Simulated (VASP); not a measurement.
Write the native input for VASP 6.6.1 that does the following.

```
Task                   : relaxation of cell and atoms
Functional             : PBE
Potentials or basis    : VASP PAW PBE potentials, release 64 (Si, Pd, Ir)
Cutoff                 : 500 eV
k mesh                 : 5 × 5 × 2
Occupations            : gaussian, width 0.2 eV
Spin                   : no spin polarisation
Dipole correction      : no
Further INCAR settings : ALGO = Normal; EDIFF = 1e-07; IBRION = 2; EDIFFG = -0.08; NSW = 36; ISIF = 3
```

The structure of Si4IrPd lies in POSCAR:

```
Si4IrPd
1.0
    3.5037519100      0.0000000000      0.0000000000
   -1.7518759600      3.0343381700      0.0000000000
    0.0000000000      0.0000000000      7.6865629400
Si Pd Ir
4 1 1
Direct
    0.3333333300      0.6666666700      0.7664294200
    0.3333333300      0.6666666700      0.2335705800
    0.6666666700      0.3333333300      0.7664294200
    0.6666666700      0.3333333300      0.2335705800
    0.0000000000      0.0000000000      0.0000000000
    0.0000000000      0.0000000000      0.5000000000
```

The cell was built from a structure type or drawn by symmetry, and may not be a known phase.

The input as run:

INCAR

```
  ALGO = Normal
  EDIFF = 1E-7
  EDIFFG = -0.08
  ENCUT = 500
  GGA = PE
  GGA_COMPAT = False
  IBRION = 2
  ISIF = 3
  ISMEAR = 0
  LASPH = True
  LCHARG = False
  LREAL = False
  LWAVE = False
  NELM = 120
  NELMIN = 4
  NSW = 36
  PREC = Accurate
  SIGMA = 0.2
```

KPOINTS

```
k-points
0
Gamma
  5 5 2
```

Potentials or basis: VASP PAW PBE potentials, release 64 (Si, Pd, Ir).

Command:

```sh
$ cat potpaw_PBE.64/Si/POTCAR potpaw_PBE.64/Pd/POTCAR potpaw_PBE.64/Ir/POTCAR > POTCAR
$ mpirun -np 1 vasp_std > vasp.out
```

It gave:

```json
{
  "Relaxed volume": "14.44 Å³/atom",
  "Relaxed cell": "a = 4.368 Å, b = 4.368 Å, c = 5.244 Å, α = 90.00°, β = 90.00°, γ = 120.00°",
  "Space group after relaxing (to 0.1 Å)": "P6/mmm (No. 191)",
  "Energy gained by relaxing": "862.6 meV/atom",
  "Ionic steps": "28",
  "Pressure after relaxing": "-0.3 GPa",
  "Largest force after relaxing": "0.032 eV/Å",
  "Band gap on the k mesh": "zero (an odd number of electrons rules out a gap without spin polarisation)"
}
```

Caveat: the k points lie up to 0.60 Å⁻¹ apart in the final cell, too coarse for converged energies and pressures of a metal; a cell axis changed by over 15 % at a fixed basis, so the end point is rough; spin-orbit coupling is left out, which moves the levels of the heavy elements; the relaxation stopped at a loose force limit of 0.08 eV/Å, so its end isn't a converged minimum.

Run time: 17 min on 1 thread of Intel Xeon 8259CL (shared host), peak memory 0.24 GiB.
